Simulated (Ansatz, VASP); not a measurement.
**Two plane-wave programs on MoPbS4**

```
Mo Pb S
1.0
     7.54148    0.00000    0.00000
     0.00000    7.54148    0.00000
     0.00000    0.00000    3.18736
Mo Pb S
1 1 4
Direct
  0.00000 0.00000 0.00000
  0.50000 0.50000 0.00000
  0.13112 0.50000 0.00000
  0.86888 0.50000 0.00000
  0.50000 0.13112 0.00000
  0.50000 0.86888 0.00000
```

Alike in both runs: functional PBE; k mesh 4 × 4 × 4; occupations gaussian, width 0.1 eV; collinear spin.

Ansatz relaxed the structure, and its values are those at the end. VASP's run is a single point on that final structure, the one shown.

|  | VASP | Ansatz |
| --- | --- | --- |
| version | VASP 6.6.1 | Ansatz 0.2.0 |
| potentials or method | VASP PAW PBE potentials, release 64 (Mo_sv, Pb_d, S), cutoff 520 eV | scalar-relativistic, plane waves, PAW |
| valence electrons in the cell | 52 | 52 |

```tsv
	VASP	Ansatz	Ansatz less VASP
gap on the k mesh at the Fermi level (eV)	none	none	-
pressure (GPa)	-0.2	0.0	+0.23
rms of the force components (eV/Å)	0.083	0.002	-0.0813
net moment per atom (μB)	0.74	0.75	+0.004
size of the moment on the site where the two differ most (μB)	3.81	3.91	+0.093
```

Site moments also hang on the region over which each program counts them. A gap of «none» marks a metal or a gap that the smearing closes.

The k mesh is coarse, so the values compare programs but aren't converged. Neither program's run includes spin-orbit coupling.
